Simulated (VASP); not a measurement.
Write the native input for VASP 6.6.1 that does the following.

* Task: single point
* Functional: PBEsol
* Potentials or basis: VASP PAW PBE potentials, release 64 (Cu, O)
* Cutoff: 520 eV
* k mesh: 10 × 10 × 8
* Occupations: gaussian, width 0.1 eV
* Spin: no spin polarisation
* Dipole correction: no
* Further INCAR settings: ALGO = Fast; EDIFF = 1e-07; NBANDS = 44

The structure of CuO lies in POSCAR:

```
CuO
1.0
    4.2484688465      0.0000000000      0.0000000000
    0.0000000000      4.2647449801      0.0000000000
    0.0000000000      0.0000000000      4.9700504650
Cu O
4 4
Direct
    0.2500000000      0.2500000000      0.5000000000
    0.2500000000      0.7500000000      0.0000000000
    0.7500000000      0.7500000000      0.5000000000
    0.7500000000      0.2500000000      0.0000000000
    0.5000000000      0.0000000000      0.7500000000
    0.5000000000      0.0000000000      0.2500000000
    0.0000000000      0.5000000000      0.7500000000
    0.0000000000      0.5000000000      0.2500000000
```

This cell differs from its parent crystal: biaxial strain in the a-b plane: +4.0 %.

These files were run (other wordings do the same):

INCAR

```
SYSTEM = CuO
PREC = Accurate
ENCUT = 520
EDIFF = 1E-7
ISMEAR = 0
SIGMA = 0.1
LREAL = .FALSE.
LASPH = .TRUE.
NELM = 60
ALGO = Fast
ISIF = 2
LWAVE = .FALSE.
LCHARG = .FALSE.
GGA = PS
NBANDS = 44
```

KPOINTS

```
Automatic mesh
0
G
  10 10 8
  0 0 0
```

Potentials or basis: VASP PAW PBE potentials, release 64 (Cu, O).

The run is started by

```console
$ cat potpaw_PBE.64/Cu/POTCAR potpaw_PBE.64/O/POTCAR > POTCAR
$ mpirun -np 1 vasp_std > vasp.out
```

Results of the run:

| Quantity | Value |
| --- | --- |
| Pressure | -5.3 GPa |
| Band gap on the k mesh | zero (bands 34 and 35 overlap by 1.20 eV) |

Caveat: the cell differs from its parent crystal (biaxial strain in the a-b plane: +4.0 %); the stress differs along the axes, from -8 to -1 GPa; the PAW data sets were made with another functional, which shifts forces and pressure a little; semilocal functionals often make such compounds metallic where correlation or magnetic order opens a gap, which also shifts bond lengths.

Run time: 11 min on 1 thread of Oxide Virtual Turin-like Processor, on a shared host, peak memory 0.55 GiB.
